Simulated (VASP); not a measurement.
# TlCuAs2PbS5 (P1) in VASP: further runs, part 2 of 2

VASP 6.6.1. The steps go on from the part before.

### 3 Single point, LDA

Contents of INCAR:

```
SYSTEM = TlCuAs2PbS5
ALGO = Normal ; EDIFF = 1E-6
ENCUT = 520 ; GGA = CA
ISIF = 2 ; ISMEAR = -1
LASPH = .TRUE. ; LCHARG = .TRUE.
LELF = .TRUE. ; LREAL = Auto
LVHAR = .TRUE. ; LWAVE = .FALSE.
NBANDS = 94 ; NELM = 100
PREC = Accurate ; SIGMA = 0.05
```

Contents of KPOINTS:

```
k-points
0
G
  1 1 1
  0 0 0
```

Contents of POSCAR:

```
TlCuAs2PbS5
1.0
    8.0261600000      0.0000000000      0.0000000000
    3.5688530000      7.3616380000      0.0000000000
    2.5676850000      2.9371490000      8.2473360000
Tl Cu As Pb S
2 2 4 2 10
Direct
    0.7845595236      0.2012722741      0.6699375410
    0.2094943425      0.8457875428      0.4223545639
    0.4279236861      0.2417897508      0.4087744212
    0.5901281832      0.8196475389      0.5375796500
    0.5670511703      0.0481248056      0.1405181018
    0.4186838782      0.9196410429      0.8645579615
    0.9626117713      0.6469087955      0.2763195291
    0.0591334148      0.3344346095      0.7591421036
    0.7276189814      0.5204386403      0.0903321994
    0.2559048501      0.5252471805      0.8861043130
    0.8251633338      0.8425332235      0.0209643453
    0.1750274617      0.1581377747      0.9901257812
    0.6875553170      0.0373905717      0.3540658462
    0.2940481094      0.8587709072      0.7062765480
    0.3554801208      0.7444009427      0.1298843651
    0.6662831855      0.2993332900      0.9800376752
    0.7210968863      0.5674701278      0.4085561689
    0.3136302852      0.4118720644      0.6136041990
    0.8027166096      0.6518928831      0.7401056535
    0.2045582842      0.3791358031      0.2131112398
```

Potentials or basis: VASP PAW LDA potentials, release 64 (Tl_d, Cu, As, Pb_d, S).

The run is started by

```console
cat potpaw_LDA.64/Tl_d/POTCAR potpaw_LDA.64/Cu/POTCAR potpaw_LDA.64/As/POTCAR potpaw_LDA.64/Pb_d/POTCAR potpaw_LDA.64/S/POTCAR > POTCAR
mpirun -np 1 vasp_gam > vasp.out
```

OUTCAR:

```text
SYSTEM = TlCuAs2PbS5
   EDIFF = 1E-6
   ENCUT = 520
   GGA = CA
   ISIF = 2
   ISMEAR = -1
   LASPH = .TRUE.
   LREAL = Auto
   NELM = 100
   PREC = Accurate

 ion  position               nearest neighbor table
   1  0.785  0.201  0.670-  17 2.89  16 3.04   8 3.25  11 3.31
   2  0.209  0.846  0.422-  15 2.90  14 2.91  18 3.08   4 3.40  10 3.97
   3  0.428  0.242  0.409-  13 2.11  20 2.46  18 2.52
   4  0.590  0.820  0.538-  13 2.15  14 2.41  19 2.42  17 2.48   2 3.40
   5  0.567  0.048  0.141-  16 2.30  11 2.35  13 2.36
   6  0.419  0.920  0.865-  14 2.27  15 2.29  12 2.49   9 3.36
   7  0.963  0.647  0.276-  17 2.18  20 2.37  11 2.46   9 3.53
   8  0.059  0.334  0.759-  12 2.19  18 2.29  19 2.49   1 3.25  10 3.31
   9  0.728  0.520  0.090-  16 2.66  15 2.75  11 2.85  19 2.89  17 3.07   6 3.36   7 3.53  10 4.13

  10  0.256  0.525  0.886-  14 2.64  20 2.70  18 2.85  12 3.06  16 3.16   8 3.31   2 3.97   9 4.13

  11  0.825  0.843  0.021-   5 2.35   7 2.46   9 2.85   1 3.31
  12  0.175  0.158  0.990-   8 2.19   6 2.49  10 3.06
  13  0.688  0.037  0.354-   3 2.11   4 2.15   5 2.36
  14  0.294  0.859  0.706-   6 2.27   4 2.41  10 2.64   2 2.91
  15  0.355  0.744  0.130-   6 2.29   9 2.75   2 2.90
[... 214 lines left out ...]
  band No.  band energies     occupation
      1     -12.8615      2.00000
      2     -12.8114      2.00000
      3     -12.8008      2.00000
      4     -12.7771      2.00000
      5     -12.7546      2.00000
      6     -12.4624      2.00000
[... 82 lines left out ...]
     89       6.9585      0.00000
     90       7.2364      0.00000
 [bands above 90 left out]

------------------------ aborting loop because EDIFF is reached ----------------------------------------

  FORCE on cell =-STRESS in cart. coord.  units (eV):
  Direction    XX          YY          ZZ          XY          YZ          ZX
  --------------------------------------------------------------------------------------
  -------------------------------------------------------------------------------------
  Total       -7.7687684     -4.5591907    -12.5430766      8.8024047     -3.6045654      0.9518742
  in kB      -25.5426997    -14.9900258    -41.2400040     28.9411613    -11.8513421      3.1296384
  external PRESSURE =     -27.2575765 kB  Pullay stress =       0.0000000 kB

 VOLUME and BASIS-vectors are now :
 -----------------------------------------------------------------------------
  energy-cutoff  :      520.00
  volume of cell :      487.30
      direct lattice vectors                 reciprocal lattice vectors
     8.026160000  0.000000000  0.000000000     0.124592582 -0.060401314 -0.017279137
     3.568853000  7.361638000  0.000000000     0.000000000  0.135839334 -0.048376877
     2.567685000  2.937149000  8.247336000     0.000000000  0.000000000  0.121251274

 POSITION                                       TOTAL-FORCE (eV/Angst)
 -----------------------------------------------------------------------------------
      8.73550      3.44940      5.52520        -0.035734     -0.238775      0.263743
      5.78440      7.46690      3.48330         0.134080     -0.128432     -0.462767
      5.34710      2.98060      3.37130        -1.022030      0.979390      0.060562
      9.04200      7.61290      4.43360        -0.331201     -0.747754      0.780725
      5.08380      0.76700      1.15890         1.226851      0.781805     -0.028874
      8.86240      9.30940      7.13030         0.224146      0.566139      0.508043
[... 12 lines left out ...]
     10.66960      6.97280      6.10390         0.039983     -0.245995      0.551536
      3.54210      3.41700      1.75760         0.288141      0.228386      1.241803
 -----------------------------------------------------------------------------------
    total drift:                                0.013426      0.006109     -0.005691

  FREE ENERGIE OF THE ION-ELECTRON SYSTEM (eV)
  ---------------------------------------------------
  free  energy   TOTEN  =       -95.5263638996 eV

  energy  without entropy=      -95.5263294901  energy(sigma->0) =      -95.52634669
```

stdout:

```text
POSCAR found type information on POSCAR TlCuAsPbS
 POSCAR found :  5 types and      20 ions
 scaLAPACK will be used
 LDA part: xc-table for (Slater(with rela. corr.)+CA(PZ))
 , standard interpolation
 POSCAR, INCAR and KPOINTS ok, starting setup
 FFT: planning ... GRIDC
 FFT: planning ... GRID_SOFT
 FFT: planning ... GRID
 WAVECAR not read
 entering main loop
```

Run time: 1.8 min. Hardware: 1 thread of Intel Xeon Platinum 8259CL at 2.50GHz (Skylake/Cascade Lake), shared host; peak memory 0.44 GiB.

What came out:

| Quantity | Value |
| --- | --- |
| Free energy | -95.5264 eV |
| Pressure | -2.7 GPa |
| Largest force | 2.342 eV/Å |

Forces on the atoms (eV/Å):
```
Tl  -0.036 -0.239  0.264
Tl   0.134 -0.128 -0.463
Cu  -1.022  0.979  0.061
Cu  -0.331 -0.748  0.781
As   1.227  0.782 -0.029
As   0.224  0.566  0.508
As   0.759  0.535 -0.502
As  -1.007  0.185 -0.928
Pb   0.577  0.224  0.325
Pb   0.267 -0.732  0.353
S    0.108 -0.103  0.406
S    0.329  0.349  0.163
S    0.264  0.152 -0.577
S    0.649  0.735 -0.147
S    0.172 -0.673 -0.925
S   -1.836 -1.212 -0.804
S   -0.672 -0.315  0.272
S   -0.135 -0.341 -0.550
S    0.040 -0.246  0.552
S    0.288  0.228  1.242
```

Caveat: the k points lie up to 0.91 Å⁻¹ apart; spin-orbit coupling is left out, which moves the levels of the heavy elements; forces of over 1 eV/Å act on the atoms, so gaps and moduli don't describe the material at rest.

### 4 Single point, LDA

Contents of INCAR:

```
PREC = Accurate
ENCUT = 520
EDIFF = 1E-7
ISMEAR = -1
SIGMA = 0.05
LREAL = Auto
LASPH = T
NELM = 60
ALGO = Normal
ISIF = 2
LWAVE = F
LCHARG = F
NBANDS = 94
```

Contents of KPOINTS:

```
regular mesh
0
Gamma
  1 1 1
```

Contents of POSCAR:

```
TlCuAs2PbS5
1.0
    8.0261600000      0.0000000000      0.0000000000
    3.5688530000      7.3616380000      0.0000000000
    2.5676850000      2.9371490000      8.2473360000
Tl Cu As Pb S
2 2 4 2 10
Direct
    0.7495402774      0.2125058140      0.7176377924
    0.1815335820      0.8433753413      0.3896894706
    0.3348998935      0.2800541266      0.3747998141
    0.5964737468      0.8092322089      0.5750220435
    0.5352435239      0.0603344854      0.1710976732
    0.4387008925      0.9388392160      0.8587257752
    0.8634492772      0.6433209736      0.3031524361
    0.0523611176      0.3515725263      0.7384202608
    0.7046983276      0.5183088066      0.0971343959
    0.2670040176      0.5072937871      0.8995753295
    0.7717679721      0.8603838335      0.0427168240
    0.1423221460      0.1912438876      0.9747996201
    0.6285786948      0.0632586508      0.3749938162
    0.2889291556      0.8437099117      0.7077315633
    0.3452031708      0.7410045218      0.0909020804
    0.5850635471      0.3215695421      1.0146306638
    0.6022090309      0.5332028654      0.4344190657
    0.2984354983      0.4101138743      0.5844068921
    0.7968512349      0.6490583792      0.7792819403
    0.1292141783      0.4024396535      0.2385255069
```

The run is started by

```console
cat potpaw_LDA.64/Tl_d/POTCAR potpaw_LDA.64/Cu/POTCAR potpaw_LDA.64/As/POTCAR potpaw_LDA.64/Pb_d/POTCAR potpaw_LDA.64/S/POTCAR > POTCAR
mpirun -np 1 vasp_gam > vasp.out
```

Wall time 1.8 min (1 thread of Intel Xeon Platinum 8259CL at 2.50GHz (Skylake/Cascade Lake), shared host); peak memory 0.44 GiB.

The run converged. Its results:

| Item | Value |
| --- | --- |
| Free energy | -94.7465 eV |
| Pressure | -0.4 GPa |
| Largest force | 2.332 eV/Å |

Forces in eV/Å, atoms in the order of the input:
```
Tl  -0.068 -0.414 -0.204
Tl   0.375 -0.122  0.089
Cu   1.481 -0.121  1.797
Cu  -0.130 -0.321  0.605
As  -1.577 -0.240  0.534
As  -1.925 -0.389 -0.332
As  -0.334  0.488  1.079
As  -1.670  0.060 -0.654
Pb   0.777 -0.111  0.993
Pb  -0.882  0.471 -0.042
S    0.590 -0.618  0.092
S    0.593 -0.529  0.516
S    0.325  0.140  0.517
S    1.641  1.420 -0.204
S    0.290 -0.107 -0.429
S    0.122 -0.817 -1.333
S    1.895  0.348 -0.189
S    0.501  0.281 -0.483
S   -0.418  0.031 -1.220
S   -1.586  0.549 -1.133
```

Stress tensor (GPa, compression positive):
```
-0.38  1.69  1.46
 1.69 -0.10 -1.45
 1.46 -1.45 -0.77
```

Levels at points of the mesh, in eV from the Fermi level:
```
           k point  band 74  band 75  band 76  band 77  band 78  band 79  band 80  band 81  band 82  band 83
(0.00, 0.00, 0.00)    -1.38    -1.28    -0.84    -0.71    -0.44     0.44     0.61     0.97     1.52     1.60
```

Caveat: the k points lie up to 0.91 Å⁻¹ apart; spin-orbit coupling is left out, which moves the levels of the heavy elements; forces of over 1 eV/Å act on the atoms, so gaps and moduli don't describe the material at rest.

### 5 The runs side by side

| cell | pressure (GPa) | largest force (eV/Å) |
| --- | --- | --- |
| as given, atomic positions A | -1.7 | 2.13 |
| as given, atomic positions B | -2.7 | 2.34 |
| as given, atomic positions C | -0.4 | 2.33 |

Alike in all rows: task single point; level LDA; potentials or basis VASP PAW LDA potentials, release 64 (Tl_d, Cu, As, Pb_d, S); no spin polarisation; k mesh 1 × 1 × 1; cutoff (eV) 520; smearing fermi-dirac 0.05 eV.

Caveats: all runs use coarse meshes; spin-orbit coupling is left out, which moves the levels of the heavy elements; forces of over 1 eV/Å act on the atoms, so gaps and moduli don't describe the material at rest.

Absolute energies hang on the potentials; compare differences alone.
